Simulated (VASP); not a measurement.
A run of VASP 6.6.1:

The input INCAR:

```
SYSTEM = B8N7
PREC = Accurate ; ENCUT = 520
EDIFF = 1E-6 ; ISMEAR = 0
SIGMA = 0.05 ; LREAL = Auto
LASPH = .True. ; NELM = 100
ALGO = Normal ; ISIF = 2
LWAVE = .False. ; LCHARG = .False.
GGA = PE ; NELECT = 56.0
NBANDS = 42
```

KPOINTS

```
Automatic mesh
0
Gamma
  6 6 6
  0 0 0
```

POSCAR

```
B8N7
1.0
    0.0000000000      0.0000000000     -5.0982823342
    4.4227374162      0.0000000000     -2.5491411671
    0.0000000000     -4.4227374162     -2.5491411671
B N
8 7
Direct
    0.5757144903      0.1742855097      0.1742855097
    0.0757144903      0.1742855097      0.1742855097
    0.5000000000      0.3257144903      0.6742855097
    0.0000000000      0.3257144903      0.6742855097
    0.5000000000      0.6742855097      0.3257144903
    0.0000000000      0.6742855097      0.3257144903
    0.9242855097      0.8257144903      0.8257144903
    0.4242855097      0.8257144903      0.8257144903
    0.7500000000      0.8126165678      0.1873834322
    0.6873834322      0.3126165678      0.3126165678
    0.1873834322      0.3126165678      0.3126165678
    0.3126165678      0.6873834322      0.6873834322
    0.8126165678      0.6873834322      0.6873834322
    0.2500000000      0.0468458580      0.9531541420
    0.7500000000      0.1873834322      0.8126165678
```

Potentials or basis: VASP PAW PBE potentials, release 64 (B, N).

Launch:

```bash
$ cat potpaw_PBE.64/B/POTCAR potpaw_PBE.64/N/POTCAR > POTCAR
$ mpirun -np 1 vasp_std > vasp.out
```

Hardware: 1 thread of Intel(R) Xeon(R) Platinum 8259CL CPU @ 2.50GHz (Skylake/Cascade Lake), on a shared host.

Task: Estimate the wall time of this run.

Result: Wall time 7.3 min on 1 thread of Intel(R) Xeon(R) Platinum 8259CL CPU @ 2.50GHz (Skylake/Cascade Lake) (shared host), peak memory 0.29 GiB. Counts: scf iterations 15, k points 46.
